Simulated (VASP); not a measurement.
# SiNi2 (Pnma) in VASP: notebook

The runs below take SiNi2 through single point, relaxation of cell and atoms, with PBE.

Everything below comes from runs of VASP 6.6.1. Logs are shortened: lines on timing, memory, paths and dates and some standing lists are left out, and cuts for length are marked.

## Step 1: The cell of the first run

It takes space group Pnma (No. 62, orthorhombic). The conventional cell has a = 4.988 Å, b = 3.745 Å, c = 7.076 Å, α = 90.00°, β = 90.00°, γ = 90.00°. Si (site symmetry m) has 10 Ni at 2.32 to 2.72 Å within 3.1 Å. Within 3.1 Å of Ni (site symmetry m) lie 5 Si at 2.35 to 2.59 Å and 8 Ni at 2.57 to 2.71 Å. Within 3.1 Å of Ni (site symmetry m) lie 5 Si at 2.32 to 2.72 Å and 8 Ni at 2.58 to 2.71 Å.

## Step 2: Single point, PBE

Input file INCAR:

```
SYSTEM = SiNi2
PREC     = Accurate       ! precision mode
ENCUT    = 520            ! plane-wave cutoff, eV
EDIFF    = 1E-7           ! SCF threshold, eV
ISMEAR   = 0              ! smearing method
SIGMA    = 0.1            ! smearing width, eV
LREAL    = .False.        ! projectors in reciprocal space
LASPH    = .True.         ! aspherical terms in the spheres
NELM     = 100            ! most SCF steps
ALGO     = Normal         ! electronic algorithm
ISIF     = 2              ! what is computed and relaxed
LWAVE    = .False.        ! write WAVECAR
LCHARG   = .False.        ! write CHGCAR
GGA      = PE             ! functional
NBANDS   = 60             ! bands
```

Input file KPOINTS:

```
Automatic mesh
0
Gamma
  4 6 4
  0 0 0
```

Input file POSCAR:

```
SiNi2
1.0
    4.9880882160      0.0000000000      0.0000000000
    0.0000000000      3.7448280215      0.0000000000
    0.0000000000      0.0000000000      7.0762435778
Si Ni
4 8
Direct
    0.2892253486      0.2500000000      0.6134018534
    0.7107746514      0.7500000000      0.3865981466
    0.7892253486      0.2500000000      0.8865981466
    0.2107746514      0.7500000000      0.1134018534
    0.4598944046      0.2500000000      0.2940043974
    0.5401055954      0.7500000000      0.7059956026
    0.9598944046      0.2500000000      0.2059956026
    0.0401055954      0.7500000000      0.7940043974
    0.3285120857      0.2500000000      0.9394524797
    0.6714879143      0.7500000000      0.0605475203
    0.8285120857      0.2500000000      0.5605475203
    0.1714879143      0.7500000000      0.4394524797
```

Potentials or basis: VASP PAW PBE potentials, release 64 (Si, Ni).

Started as:

```
$ cat potpaw_PBE.64/Si/POTCAR potpaw_PBE.64/Ni/POTCAR > POTCAR
$ mpirun -np 1 vasp_std > vasp.out
```

OUTCAR:

```text
SYSTEM = SiNi2
   PREC = Accurate
   ENCUT = 520
   EDIFF = 1E-7
   ISMEAR = 0
   LREAL = .False.
   LASPH = .True.
   NELM = 100
   ISIF = 2
   GGA = PE

 ion  position               nearest neighbor table
   1  0.289  0.250  0.613-   9 2.32  12 2.32  12 2.32  11 2.33   6 2.35   6 2.35   5 2.42   8 2.59
                             8 2.59  11 2.72
   2  0.711  0.750  0.387-  10 2.32  11 2.32  11 2.32  12 2.33   5 2.35   5 2.35   6 2.42   7 2.59
                             7 2.59  12 2.72
   3  0.789  0.250  0.887-  11 2.32  10 2.32  10 2.32   9 2.33   8 2.35   8 2.35   7 2.42   6 2.59
                             6 2.59   9 2.72
   4  0.211  0.750  0.113-  12 2.32   9 2.32   9 2.32  10 2.33   7 2.35   7 2.35   8 2.42   5 2.59
                             5 2.59  10 2.72
   5  0.460  0.250  0.294-   2 2.35   2 2.35   1 2.42   7 2.57   7 2.57  12 2.58  12 2.58   4 2.59
                             4 2.59   9 2.59  11 2.63  10 2.71  10 2.71
   6  0.540  0.750  0.706-   1 2.35   1 2.35   2 2.42   8 2.57   8 2.57  11 2.58  11 2.58   3 2.59
                             3 2.59  10 2.59  12 2.63   9 2.71   9 2.71
   7  0.960  0.250  0.206-   4 2.35   4 2.35   3 2.42   5 2.57   5 2.57  10 2.58  10 2.58   2 2.59
                             2 2.59  11 2.59   9 2.63  12 2.71  12 2.71
   8  0.040  0.750  0.794-   3 2.35   3 2.35   4 2.42   6 2.57   6 2.57   9 2.58   9 2.58   1 2.59
                             1 2.59  12 2.59  10 2.63  11 2.71  11 2.71
   9  0.329  0.250  0.939-   1 2.32   4 2.32   4 2.32   3 2.33   8 2.58   8 2.58   5 2.59   7 2.63
                            10 2.68  10 2.68   6 2.71   6 2.71   3 2.72
  10  0.671  0.750  0.061-   2 2.32   3 2.32   3 2.32   4 2.33   7 2.58   7 2.58   6 2.59   8 2.63
                             9 2.68   9 2.68   5 2.71   5 2.71   4 2.72
  11  0.829  0.250  0.561-   3 2.32   2 2.32   2 2.32   1 2.33   6 2.58   6 2.58   7 2.59   5 2.63
                            12 2.68  12 2.68   8 2.71   8 2.71   1 2.72
  12  0.171  0.750  0.439-   4 2.32   1 2.32   1 2.32   2 2.33   5 2.58   5 2.58   8 2.59   6 2.63
                            11 2.68  11 2.68   7 2.71   7 2.71   2 2.72

  LATTYP: Found a simple orthorhombic cell.
 ALAT       =     3.7448280215
 B/A-ratio  =     1.3319939360
 C/A-ratio  =     1.8896044190

  Lattice vectors:

 A1 = (   0.0000000000,  -3.7448280215,   0.0000000000)
 A2 = (   4.9880882160,   0.0000000000,   0.0000000000)
 A3 = (   0.0000000000,   0.0000000000,   7.0762435778)

Analysis of symmetry for initial positions (statically):
=====================================================================
 Subroutine PRICEL returns:
 Original cell was already a primitive cell.

 Routine SETGRP: Setting up the symmetry group for a
 simple orthorhombic supercell.

 Subroutine GETGRP returns: Found  8 space group operations
 (whereof  2 operations were pure point group operations)
 out of a pool of  8 trial point group operations.

The static configuration has the point symmetry S_2 .
 The point group associated with its full space group is D_2h.

Analysis of symmetry for dynamics (positions and initial velocities):
=====================================================================
 Subroutine PRICEL returns:
 Original cell was already a primitive cell.

 Routine SETGRP: Setting up the symmetry group for a
 simple orthorhombic supercell.

 Subroutine GETGRP returns: Found  8 space group operations
 (whereof  2 operations were pure point group operations)
 out of a pool of  8 trial point group operations.

The dynamic configuration has the point symmetry S_2 .
 The point group associated with its full space group is D_2h.

 Subroutine INISYM returns: Found  8 space group operations
 (whereof  2 operations are pure point group operations),
 and found     1 'primitive' translations

----------------------------------------------------------------------------------------

                                     Primitive cell

  volume of cell :     132.1809

  direct lattice vectors                    reciprocal lattice vectors
     4.988088216  0.000000000  0.000000000     0.200477609  0.000000000  0.000000000
     0.000000000  3.744828022  0.000000000     0.000000000  0.267034960  0.000000000
     0.000000000  0.000000000  7.076243578     0.000000000  0.000000000  0.141317917

  length of vectors
     4.988088216  3.744828022  7.076243578     0.200477609  0.267034960  0.141317917

  position of ions in fractional coordinates (direct lattice)
     0.289225349  0.250000000  0.613401853
     0.710774651  0.750000000  0.386598147
     0.789225349  0.250000000  0.886598147
     0.210774651  0.750000000  0.113401853
     0.459894405  0.250000000  0.294004397
     0.540105595  0.750000000  0.705995603
     0.959894405  0.250000000  0.205995603
     0.040105595  0.750000000  0.794004397
     0.328512086  0.250000000  0.939452480
     0.671487914  0.750000000  0.060547520
     0.828512086  0.250000000  0.560547520
     0.171487914  0.750000000  0.439452480

  ion indices of the primitive-cell ions
   primitive index   ion index
                 1           1
                 2           2
                 3           3
                 4           4
                 5           5
                 6           6
                 7           7
                 8           8
                 9           9
                10          10
                11          11
                12          12

----------------------------------------------------------------------------------------

 KPOINTS: Automatic mesh

Automatic generation of k-mesh.
 Grid dimensions read from file:
 generate k-points for:    4    6    4

 Generating k-lattice:

  Cartesian coordinates                     Fractional coordinates (reciprocal lattice)
     0.050119402  0.000000000  0.000000000     0.250000000  0.000000000  0.000000000
     0.000000000  0.044505827  0.000000000     0.000000000  0.166666667  0.000000000
     0.000000000  0.000000000  0.035329479     0.000000000  0.000000000  0.250000000

  Length of vectors
     0.050119402  0.044505827  0.035329479

  Shift w.r.t. Gamma in fractional coordinates (k-lattice)
     0.000000000  0.000000000  0.000000000

 Subroutine IBZKPT returns following result:
 ===========================================

[... 11 lines left out ...]
  0.250000  0.500000  0.250000      4.000000
  0.500000  0.500000  0.250000      2.000000
 [... further k-points ...]
   k-points           NKPTS =     36   k-points in BZ     NKDIM =     36   number of bands    NBANDS=     60
   number of dos      NEDOS =    301   number of ions     NIONS =     12
   total plane-waves  NPLWV =  60480
   dimension x,y,z NGX =    40 NGY =   28 NGZ =   54
   dimension x,y,z NGXF=    80 NGYF=   56 NGZF=  108
   ions per type =               4   8
   NGX,Y,Z   is equivalent  to a cutoff of  13.33, 12.43, 12.69 a.u.
   NGXF,Y,Z  is equivalent  to a cutoff of  26.66, 24.86, 25.37 a.u.
 SYSTEM =  SiNi2
   PREC   = accura    normal or accurate (medium, high low for compatibility)
   ISTART =      0    job   : 0-new  1-cont  2-samecut
   ICHARG =      2    charge: 1-file 2-atom 10-const
   ISPIN  =      1    spin polarized calculation?
   LNONCOLLINEAR =      F non collinear calculations
   LSORBIT =      F    spin-orbit coupling
   LASPH  =      T    aspherical Exc in radial PAW
   ENCUT  =  520.0 eV  38.22 Ry    6.18 a.u.   9.27  6.96 13.16*2*pi/ulx,y,z
   NELM   =    100;   NELMIN=  2; NELMDL= -5     # of ELM steps
   EDIFF  = 0.1E-06   stopping-criterion for ELM
   LREAL  =      F    real-space projection
   EDIFFG = 0.1E-05   stopping-criterion for IOM
   NSW    =      0    number of steps for IOM
   IBRION =     -1    ionic relax: 0-MD 1-quasi-New 2-CG
   NFREE  =      0    steps in history (QN), initial steepest desc. (CG)
   ISIF   =      2    stress and relaxation
   ISYM   =      2    0-nonsym 1-usesym 2-fastsym
   POTIM  = 0.5000    time-step for ionic-motion
   TEBEG  =    0.0;   TEEND  =   0.0 temperature during run
   PSTRESS=    0.0 pullay stress
   NELECT =      96.0000    total number of electrons
   NUPDOWN=      -1.0000    fix difference up-down
   EMIN   =  10.00;   EMAX   =-10.00  energy-range for DOS
   EFERMI =   0.00;   METHOD = LEGACY
   ISMEAR =     0;   SIGMA  =   0.10  broadening in eV -4-tet -1-fermi 0-gaus
   EFERMI_NEDOS =   21; number of points for ismear=-14 and -15
   IALGO  =     38    algorithm
   IMIX   =      4    mixing-type and parameters
     AMIX     =   0.40;   BMIX     =  1.00
     AMIX_MAG =   1.60;   BMIX_MAG =  1.00
  volume/ion in A,a.u.               =      11.02        74.33
  Fermi-wavevector in a.u.,A,eV,Ry     =   1.471552  2.780830 29.462949  2.165466
  Thomas-Fermi vector in A             =   2.586674
   LORBIT       =      0    0 simple, 1 ext, 2 COOP (PROOUT), +10 PAW based schemes
   GGA     = PE    functional components
   LHFCALC =     F    Hartree Fock is set to
   AEXX    =    0.0000 exact exchange contribution
   IVDW    =     0    specifies the selected vdW correction
   LEPSILON=     F    determine dielectric tensor
   LRPA    =     F    only Hartree local field effects (RPA)
 non-spin polarized calculation
 Gauss-broadening in eV      SIGMA  =   0.10
  energy-cutoff  :      520.00
  volume of cell :      132.18
 maximum number of plane-waves:      3604
 NGX is ok and might be reduce to    40
   NGX = 19   NGY = 13   NGZ = 27

 number of electron      95.9999971 magnetization

 Free energy of the ion-electron system (eV)
  ---------------------------------------------------
  ext. energy  EPLUGINS =         0.00000000
  ---------------------------------------------------
  free energy    TOTEN  =       -72.12481525 eV

  energy without entropy =      -72.09805981  energy(sigma->0) =      -72.11143753

 E-fermi :  11.0253     XC(G=0): -12.8815

 val. band max:       11.0168382737   @ k =   0.5000   0.5000   0.0000
 cond. band min:      11.0515177509   @ k =   0.5000   0.3333   0.2500
 fundamental gap:      0.0346794772
 Fermi energy:        11.0252814909

 k-point     1 :       0.0000    0.0000    0.0000
  band No.  band energies     occupation
      1      -1.5739      2.00000
      2       0.9637      2.00000
      3       1.0571      2.00000
      4       2.8925      2.00000
      5       4.4748      2.00000
      6       4.9205      2.00000
[... 52 lines left out ...]
     59      16.0802      0.00000
     60      16.2278      0.00000

 k-point     2 :       0.2500    0.0000    0.0000
  band No.  band energies     occupation
      1      -1.2088      2.00000
      2       1.0460      2.00000
      3       1.3102      2.00000
      4       1.7426      2.00000
      5       4.3093      2.00000
      6       4.4559      2.00000
[... 1375 lines left out ...]
     59      15.7820      0.00000
     60      15.7820      0.00000

 k-point    24 :       0.5000    0.5000    0.2500
  band No.  band energies     occupation
      1       1.8206      2.00000
      2       1.8206      2.00000
      3       1.8206      2.00000
      4       1.8206      2.00000
      5       4.1891      2.00000
      6       4.1891      2.00000
[... 52 lines left out ...]
     59      16.3935      0.00000
     60      16.3935      0.00000

 [... further k-points ...]

------------------------ aborting loop because EDIFF is reached ----------------------------------------

  FORCE on cell =-STRESS in cart. coord.  units (eV):
  Direction    XX          YY          ZZ          XY          YZ          ZX
  --------------------------------------------------------------------------------------
  -------------------------------------------------------------------------------------
  Total        0.2055897      0.3645229      0.0939426      0.0000000      0.0000000      0.0000000
  in kB        2.4919719      4.4184156      1.1386867      0.0000000      0.0000000      0.0000000
  external PRESSURE =       2.6830248 kB  Pullay stress =       0.0000000 kB

 VOLUME and BASIS-vectors are now :
 -----------------------------------------------------------------------------
  energy-cutoff  :      520.00
  volume of cell :      132.18
      direct lattice vectors                 reciprocal lattice vectors
     4.988088216  0.000000000  0.000000000     0.200477609  0.000000000  0.000000000
     0.000000000  3.744828022  0.000000000     0.000000000  0.267034960  0.000000000
     0.000000000  0.000000000  7.076243578     0.000000000  0.000000000  0.141317917

 POSITION                                       TOTAL-FORCE (eV/Angst)
 -----------------------------------------------------------------------------------
      1.44268      0.93621      4.34058        -0.012704     -0.000000     -0.001250
      3.54541      2.80862      2.73566         0.012704     -0.000000      0.001250
      3.93673      0.93621      6.27378        -0.012704     -0.000000      0.001250
      1.05136      2.80862      0.80246         0.012704      0.000000     -0.001250
      2.29399      0.93621      2.08045        -0.002961     -0.000000      0.003385
      2.69409      2.80862      4.99580         0.002961      0.000000     -0.003385
      4.78804      0.93621      1.45768        -0.002961      0.000000     -0.003385
      0.20005      2.80862      5.61857         0.002961      0.000000      0.003385
      1.63865      0.93621      6.64779         0.001264      0.000000     -0.008208
      3.34944      2.80862      0.42845        -0.001264      0.000000      0.008208
      4.13269      0.93621      3.96657         0.001264     -0.000000      0.008208
      0.85540      2.80862      3.10967        -0.001264     -0.000000     -0.008208
 -----------------------------------------------------------------------------------
    total drift:                                0.000000      0.000000     -0.000000

  FREE ENERGIE OF THE ION-ELECTRON SYSTEM (eV)
  ---------------------------------------------------
  free  energy   TOTEN  =       -72.1248152457 eV

  energy  without entropy=      -72.0980598119  energy(sigma->0) =      -72.11143753
```

It took 6.5 min on 1 thread of Intel Xeon Platinum 8259CL at 2.50GHz (Skylake/Cascade Lake), shared host; peak memory 0.36 GiB.

Results:

| Property | Result |
| --- | --- |
| Free energy | -72.1248 eV |
| Pressure | 0.3 GPa |
| Largest force | 0.013 eV/Å |
| Band gap on the k mesh | zero (band 48 reaches 12.20 eV, above the bottom of band 49 at 10.65 eV) |

Forces on the atoms (eV/Å):
```
Si  -0.013  0.000 -0.001
Si   0.013  0.000  0.001
Si  -0.013  0.000  0.001
Si   0.013  0.000 -0.001
Ni  -0.003  0.000  0.003
Ni   0.003  0.000 -0.003
Ni  -0.003  0.000 -0.003
Ni   0.003  0.000  0.003
Ni   0.001  0.000 -0.008
Ni  -0.001  0.000  0.008
Ni   0.001  0.000  0.008
Ni  -0.001  0.000 -0.008
```

Stress tensor (GPa, compression positive):
```
0.25 0.00 0.00
0.00 0.44 0.00
0.00 0.00 0.11
```

Levels at points of the mesh, in eV from the Fermi level:
```
           k point  band 46  band 47  band 48  band 49  band 50  band 51
(0.00, 0.00, 0.00)    -0.94    -0.61    -0.20     0.67     0.90     1.79
(0.50, 0.00, 0.00)    -0.94     1.17     1.17     1.90     1.90     2.69
(0.00, 0.50, 0.00)    -0.95    -0.93    -0.93     0.68     0.68     1.29
(0.50, 0.50, 0.00)    -0.77    -0.77    -0.77    -0.01    -0.01    -0.01
(0.00, 0.00, 0.50)    -1.04    -0.39    -0.39     0.20     0.20     1.36
(0.50, 0.00, 0.50)    -0.56     0.26     0.26     1.82     1.82     1.83
(0.00, 0.50, 0.50)    -0.88    -0.42    -0.42    -0.35    -0.35     1.10
(0.50, 0.50, 0.50)    -0.72    -0.72    -0.72     0.48     0.48     0.48
```

## Step 3: Relaxation of cell and atoms, PBE

This run uses another cell than the first one, of 10.63 Å³/atom, 0.965 times its volume.

Input file INCAR:

```
SYSTEM = SiNi2
ALGO = Normal ; EDIFF = 1E-6
EDIFFG = -0.04 ; ENCUT = 600
GGA = PE ; IBRION = 2
ISIF = 3 ; ISMEAR = 0
LASPH = .True. ; LCHARG = .False.
LREAL = .False. ; LWAVE = .False.
NELM = 100 ; NSW = 60
PREC = Accurate ; SIGMA = 0.1
```

Input file KPOINTS:

```
k-points
0
Gamma
  4 6 4
  0 0 0
```

Input file POSCAR:

```
SiNi2
1.0
    4.9287380000      0.0000000000      0.0000000000
    0.0000000000      3.6973270000      0.0000000000
    0.0000000000      0.0000000000      7.0020690000
Si Ni
4 8
Direct
    0.2907980000      0.2500000000      0.6133440000
    0.7092020000      0.7500000000      0.3866560000
    0.7907980000      0.2500000000      0.8866560000
    0.2092020000      0.7500000000      0.1133440000
    0.4578800000      0.2500000000      0.2927500000
    0.5421200000      0.7500000000      0.7072500000
    0.9578800000      0.2500000000      0.2072500000
    0.0421200000      0.7500000000      0.7927500000
    0.3288530000      0.2500000000      0.9395480000
    0.6711470000      0.7500000000      0.0604520000
    0.8288530000      0.2500000000      0.5604520000
    0.1711470000      0.7500000000      0.4395480000
```

Potentials or basis: VASP PAW PBE potentials, release 64 (Si, Ni).

Started as:

```
$ cat potpaw_PBE.64/Si/POTCAR potpaw_PBE.64/Ni/POTCAR > POTCAR
$ mpirun -np 1 vasp_std > vasp.out
```

Wall time 26 min (1 thread of Intel Xeon Platinum 8259CL at 2.50GHz (Skylake/Cascade Lake), shared host); peak memory 0.42 GiB.

The run converged. Its results:

```yaml
Free_energy: -72.1205 eV
Relaxed_volume: 11.02 Å³/atom
Relaxed_cell: a = 4.982 Å, b = 3.750 Å, c = 7.076 Å, α = 90.00°, β = 90.00°, γ = 90.00°
Space_group_after_relaxing_to_0.05_Å: Pnma (No. 62)
Energy_gained_by_relaxing: 9.3 meV/atom
Ionic_steps: 6
Pressure_after_relaxing: 0.2 GPa
Largest_force_after_relaxing: 0.037 eV/Å
Band_gap_on_the_k_mesh: zero (band 48 reaches 12.19 eV, above the bottom of band 49 at 10.65 eV)
```

Forces on the atoms (eV/Å):
```
Si  -0.035  0.000  0.012
Si   0.035  0.000 -0.012
Si  -0.035  0.000 -0.012
Si   0.035  0.000  0.012
Ni   0.017  0.000 -0.019
Ni  -0.017  0.000  0.019
Ni   0.017  0.000  0.019
Ni  -0.017  0.000 -0.019
Ni   0.024  0.000  0.000
Ni  -0.024  0.000  0.000
Ni   0.024  0.000  0.000
Ni  -0.024  0.000  0.000
```

Stress tensor (GPa, compression positive):
```
0.20 0.00 0.00
0.00 0.15 0.00
0.00 0.00 0.10
```

The path:
| step | energy change (eV) | largest force (eV/Å) | pressure (GPa) | volume (Å³) |
| --- | --- | --- | --- | --- |
| 1 | 0.0000 | 0.0279 | 7.94 | 127.60 |
| 2 | 0.0202 | 0.1495 | -7.38 | 137.58 |
| 3 | -0.1099 | 0.0749 | -0.10 | 132.22 |
| 4 | -0.1099 | 0.0736 | 0.04 | 132.13 |
| 5 | -0.1109 | 0.0509 | 0.14 | 132.14 |
| 6 | -0.1118 | 0.0368 | 0.15 | 132.19 |

Final structure:
```
Si Ni
1.0
     4.98189    0.00000    0.00000
     0.00000    3.74991    0.00000
     0.00000    0.00000    7.07595
Si Ni
4 8
Cartesian
  1.4463 0.9375 4.3382
  3.5356 2.8124 2.7377
  3.9373 0.9375 6.2757
  1.0446 2.8124 0.8002
  2.2868 0.9375 2.0811
  2.6950 2.8124 4.9949
  4.7778 0.9375 1.4569
  0.2041 2.8124 5.6191
  1.6355 0.9375 6.6467
  3.3463 2.8124 0.4292
  4.1265 0.9375 3.9672
  0.8554 2.8124 3.1088
```

Levels at points of the mesh, in eV from the Fermi level:
```tsv
k point	band 45	band 46	band 47	band 48	band 49	band 50	band 51	band 52
(0.00, 0.00, 0.00)	-0.95	-0.93	-0.61	-0.19	0.68	0.91	1.78	2.26
(0.50, 0.00, 0.00)	-0.94	-0.94	1.17	1.17	1.92	1.92	2.70	2.70
(0.00, 0.50, 0.00)	-0.95	-0.95	-0.93	-0.93	0.69	0.69	1.29	1.29
(0.50, 0.50, 0.00)	-0.76	-0.76	-0.76	-0.76	-0.01	-0.01	-0.01	-0.01
(0.00, 0.00, 0.50)	-1.04	-1.04	-0.39	-0.39	0.19	0.19	1.35	1.35
(0.50, 0.00, 0.50)	-0.55	-0.55	0.26	0.26	1.81	1.81	1.83	1.83
(0.00, 0.50, 0.50)	-0.88	-0.88	-0.42	-0.42	-0.35	-0.35	1.10	1.10
(0.50, 0.50, 0.50)	-0.71	-0.71	-0.71	-0.71	0.48	0.48	0.48	0.48
```

Spin polarisation is off, so any magnetic state and its effect on volume and gap are missing.
